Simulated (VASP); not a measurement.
Wanted: the native input for a VASP 6.6.1 run.

| Property | Result |
| --- | --- |
| Task | single point |
| Functional | PBE |
| Potentials or basis | VASP PAW PBE potentials, release 64 (Ta_pv, Te) |
| Cutoff | 520 eV |
| k mesh | 16 × 16 × 16 |
| Occupations | gaussian, width 0.1 eV |
| Spin | no spin polarisation |
| Dipole correction | no |
| Further INCAR settings | ALGO = Normal; EDIFF = 1e-06; NBANDS = 16 |

The structure of TaTe lies in POSCAR:

```
TaTe
1.0
    3.4200952621      0.0000000000      0.0000000000
    0.0000000000      3.4200952621      0.0000000000
    0.0000000000      0.0000000000      3.4200952621
Ta Te
1 1
Direct
    0.5000000000      0.5000000000      0.5000000000
    0.0000000000      0.0000000000      0.0000000000
```

These files were run (other wordings do the same):

INCAR

```
PREC = Accurate
ENCUT = 520
EDIFF = 1E-6
ISMEAR = 0
SIGMA = 0.1
LREAL = False
LASPH = True
NELM = 60
ALGO = Normal
ISIF = 2
LWAVE = False
LCHARG = False
GGA = PE
NBANDS = 16
```

KPOINTS

```
regular mesh
0
Gamma
  16 16 16
```

Potentials or basis: VASP PAW PBE potentials, release 64 (Ta_pv, Te).

Launch:

```console
$ cat potpaw_PBE.64/Ta_pv/POTCAR potpaw_PBE.64/Te/POTCAR > POTCAR
$ mpirun -np 1 vasp_std > vasp.out
```

It gave:

```json
{
  "Pressure": "0.0 GPa",
  "Band gap on the k mesh": "zero (an odd number of electrons rules out a gap without spin polarisation)"
}
```

Caveat: spin-orbit coupling is left out, which moves the levels of the heavy elements.

It took 87 s on 1 thread of AMD EPYC 7R13 Processor (Zen 3), on a shared host, peak memory 0.21 GiB.
